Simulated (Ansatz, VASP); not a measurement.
This is a calculation of BN for VASP 6.6.1.

INCAR

```
AGGAC = 1.0
AGGAX = 1.0
ALDAC = 0.0
ALDAX = 1.0
ALGO = Normal
EDIFF = 1E-7
EDIFFG = -0.01
ENCUT = 600
GGA = B5
IBRION = 2
ISIF = 3
ISMEAR = -1
IVDW = 12
LASPH = True
LCHARG = False
LREAL = False
LWAVE = False
NELM = 60
NSW = 60
PREC = Accurate
SIGMA = 0.05
VDW_A1 = 0.4298
VDW_A2 = 4.2359
VDW_S6 = 1.0
VDW_S8 = 2.6996
```

Contents of KPOINTS:

```
k-points
0
Gamma
  12 12 4
```

Contents of POSCAR:

```
BN
1.0
    2.4982400000      0.0000000000      0.0000000000
   -1.2491200000      2.1635393048      0.0000000000
    0.0000000000      0.0000000000      6.6357000000
N B
2 2
Direct
    0.6666666667      0.3333333333      0.2500000000
    0.3333333333      0.6666666667      0.7500000000
    0.6666666667      0.3333333333      0.7500000000
    0.3333333333      0.6666666667      0.2500000000
```

Potentials or basis: VASP PAW PBE potentials, release 64 (N, B).

Launch:

```bash
$ cat potpaw_PBE.64/N/POTCAR potpaw_PBE.64/B/POTCAR > POTCAR
$ mpirun -np 1 vasp_std > vasp.out
```

**Question.** Set up the same calculation for Ansatz 0.2.0. Potentials there: Ansatz PAW.

**Answer.** As run (the cutoff follows the program's own potentials):

Contents of input.yaml:

```yaml
crystal:
  lattice:
    - [2.49824, 0.0, 0.0]
    - [-1.24912, 2.1635393048, 0.0]
    - [0.0, 0.0, 6.6357]
  atoms:
    - { symbol: "N", position: [0.6666666667, 0.3333333333, 0.25] }
    - { symbol: "N", position: [0.3333333333, 0.6666666667, 0.75] }
    - { symbol: B, position: [0.6666666667, 0.3333333333, 0.75] }
    - { symbol: B, position: [0.3333333333, 0.6666666667, 0.25] }
hamiltonian:
  xc: blyp
  pseudopotentials: { kind: paw }
  dispersion: d3bj
kpoints:
  mp_grid: { grid: [12, 12, 4] }
scf:
  occupations: { method: fermi_dirac, width: 0.05 }
output:
  forces: true
  stress: true
relax:
  f_tol: 0.01
  max_steps: 40
  cell: { stress_tol: 0.05 }
```

Potentials or basis: Ansatz PAW.

The run is started by

```sh
$ ansatz run input.yaml --threads 2 --pin off --max-ram 5120MiB --backend cpu --events-out ev --progress --plain --runs-dir out
```

Both were run:

|  | VASP | Ansatz | Ansatz less VASP |
| --- | --- | --- | --- |
| relaxed volume (Å³/atom) | 8.65 | 8.72 | +0.072 |
| relaxed cell length with the largest relative difference (Å) | 6.367 | 6.415 | +0.0477 |

VASP's potentials were made for PBE, not for BLYP.

Noted on Ansatz's run: the plane-wave basis is chosen anew once the cell has moved, so the energies of steps on either side of that aren't comparable.
